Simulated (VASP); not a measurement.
Cd, 1 atom in the cell. Symmetry: Fm-3m, No. 225, cubic system. The conventional cell has a = 4.420 Å, b = 4.420 Å, c = 4.420 Å, α = 90.00°, β = 90.00°, γ = 90.00°. Within 4.1 Å of Cd (site symmetry m-3m) lie 12 Cd at 3.13 Å. This isn't the form of Cd at room conditions, which is hcp.

- Program: VASP 6.6.1
- Task: relaxation of cell and atoms
- Functional: LDA
- Potentials or basis: VASP PAW LDA potentials, release 64 (Cd)
- Cutoff: 500 eV
- k mesh: 18 × 18 × 18
- Occupations: gaussian, width 0.05 eV
- Spin: no spin polarisation
- Target pressure: 10 GPa
- Dipole correction: no
- Further INCAR settings: ALGO = Normal; EDIFF = 1e-07; IBRION = 2; EDIFFG = -0.02; NSW = 60; ISIF = 3

Potentials or basis: VASP PAW LDA potentials, release 64 (Cd).

Command:

```console
$ cat potpaw_LDA.64/Cd/POTCAR > POTCAR
$ mpirun -np 1 vasp_std > vasp.out
```

Hardware: 1 thread of Intel(R) Xeon(R) 6975P-C (Granite Rapids), with other jobs on the host.

Task: Estimate the wall time of this run.

Result: Wall time 29 s on 1 thread of Intel(R) Xeon(R) 6975P-C (Granite Rapids) (shared host), peak memory 0.17 GiB. Counts: scf iterations 38, k points 195, ion steps 5.
